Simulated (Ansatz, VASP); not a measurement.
# Two plane-wave programs on EuOs

File INCAR:

```
PREC = Accurate
ENCUT = 520
EDIFF = 1E-7
ISMEAR = 0
SIGMA = 0.05
LREAL = F
LASPH = T
NELM = 150
ALGO = Normal
ISIF = 2
LWAVE = F
LCHARG = T
ISPIN = 2
MAGMOM = 7.06 0
LORBIT = 11
LMAXMIX = 6
GGA = PE
LELF = T
LVHAR = T
NBANDS = 24
```

KPOINTS

```
regular mesh
0
Gamma
  10 10 10
```

POSCAR

```
EuOs
1.0
    3.5676571776      0.0000000000      0.0000000000
    0.0000000000      3.5676571776      0.0000000000
    0.0000000000      0.0000000000      3.5676571776
Eu Os
1 1
Direct
    0.0000000000      0.0000000000      0.0000000000
    0.5000000000      0.5000000000      0.5000000000
```

Input for Ansatz:

```yaml
crystal:
  lattice:
    - [3.5676571776, 0.0, 0.0]
    - [0.0, 3.5676571776, 0.0]
    - [0.0, 0.0, 3.5676571776]
  atoms:
    - { symbol: Eu, position: [0.0, 0.0, 0.0], spin: 7.06 }
    - { symbol: Os, position: [0.5, 0.5, 0.5] }
basis:
  ecutwfc: 420
  ecutrho_ratio: 4
kpoints:
  mp_grid: { grid: [10, 10, 10] }
hamiltonian:
  xc: pbe
scf:
  occupations: { method: gaussian, width: 0.05 }
output:
  forces: true
  stress: true
  eigenvalues: true
  populations: true
magnetization:
  spin_polarized: true
```

Alike in both runs: task single point; functional PBE; k mesh 10 × 10 × 10; occupations gaussian, width 0.05 eV; collinear spin.

```csv
,VASP,Ansatz
version,VASP 6.6.1,Ansatz 0.2.0
potentials or method,"VASP PAW PBE potentials, release 64 (Eu, Os), cutoff 520 eV","scalar-relativistic, plane waves, PAW"
valence electrons in the cell,25,33
```

```csv
,VASP,Ansatz,Ansatz less VASP
gap on the k mesh at the Fermi level (eV),none,none,-
pressure (GPa),-7.7,-7.7,0.00
net moment per atom (μB),2.84,2.84,0.000
size of the moment on the site where the two differ most (μB),6.30,6.44,+0.142
```

Site moments also hang on the region over which each program counts them. A gap of «none» marks a metal or a gap that the smearing closes. The functional is the same, so the differences come from potentials, cutoffs and numerics. VASP's potentials hold 25 valence electrons a cell and Ansatz's 33, so a difference there can come from the potentials and not from the codes. Ansatz's warnings: given moment on shells.

Spin-orbit coupling is off throughout.
